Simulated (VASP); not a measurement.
Rb: single point with PBE

The system is Rb.

```
CELL_PARAMETERS angstrom
-2.16036 2.84434 2.84434
2.84434 -2.16036 2.84434
2.84434 2.84434 -2.16036
ATOMIC_POSITIONS crystal
Rb 0.00000 0.00000 0.00000
```

This cell differs from its parent crystal: ratio of the length along [111] to the lengths across it x 1.41, volume and fractional coordinates fixed.

```yaml
Program: VASP 6.6.1
Task: single point
Functional: PBE
Potentials_or_basis: VASP PAW PBE potentials, release 64 (Rb_sv)
Cutoff: 520 eV
k_mesh: 14 × 14 × 14
Occupations: gaussian, width 0.15 eV
Spin: no spin polarisation
Dipole_correction: no
Further_INCAR_settings: ALGO = Fast; EDIFF = 1e-06; NBANDS = 10
```

```yaml
Pressure: 0.2 GPa
Band_gap_on_the_k_mesh: zero (an odd number of electrons rules out a gap without spin polarisation)
```

Stress tensor (GPa, compression positive):
```
 0.20 -0.20 -0.20
-0.20  0.20 -0.20
-0.20 -0.20  0.20
```

Levels at points of the mesh, in eV from the Fermi level:
```tsv
k point	band 1	band 2	band 3	band 4	band 5	band 6	band 7	band 8	band 9
(0.00, 0.00, 0.00)	-28.98	-13.02	-13.01	-13.01	-2.02	2.74	2.74	4.86	5.45
(0.50, 0.00, 0.00)	-28.98	-13.15	-13.01	-13.00	-0.07	0.43	2.72	4.41	5.14
(0.50, 0.50, 0.00)	-28.97	-13.16	-13.10	-13.00	0.60	1.44	2.03	3.56	4.51
(0.50, 0.50, 0.50)	-28.97	-13.13	-13.13	-13.07	1.36	1.36	3.35	3.39	3.67
```

Wall time 4.1 min on 1 thread of Oxide Virtual Turin-like Processor, on a shared host, peak memory 0.34 GiB.
